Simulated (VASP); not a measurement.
A run of VASP 6.6.1:

Contents of INCAR:

```
SYSTEM = Os
  PREC = Accurate
  ENCUT = 520
  EDIFF = 1E-7
  ISMEAR = -1
  SIGMA = 0.05
  LREAL = .FALSE.
  LASPH = .TRUE.
  NELM = 100
  ALGO = Normal
  ISIF = 2
  LWAVE = .FALSE.
  LCHARG = .FALSE.
  GGA = PS
  IVDW = 12
  NBANDS = 15
```

The input KPOINTS:

```
regular mesh
0
G
  11 11 6
  0 0 0
```

Contents of POSCAR:

```
Os
1.0
    2.7148036034      0.0000000000      0.0000000000
   -1.3574018017      2.3510888869      0.0000000000
    0.0000000000      0.0000000000      4.2935713694
Os
2
Direct
    0.6666666667      0.3333333333      0.7500000000
    0.3333333333      0.6666666667      0.2500000000
```

Potentials or basis: VASP PAW PBE potentials, release 64 (Os).

The run is started by

```bash
$ cat potpaw_PBE.64/Os/POTCAR > POTCAR
$ mpirun -np 1 vasp_std > vasp.out
```

Hardware: 1 thread of Intel(R) Xeon(R) Platinum 8375C CPU @ 2.90GHz (Ice Lake), with other jobs on the host.

Estimate the wall time of this run.

Run time: 27 s on 1 thread of Intel(R) Xeon(R) Platinum 8375C CPU @ 2.90GHz (Ice Lake), with other jobs on the host, peak memory 0.16 GiB. Counts: scf iterations 14, k points 64.
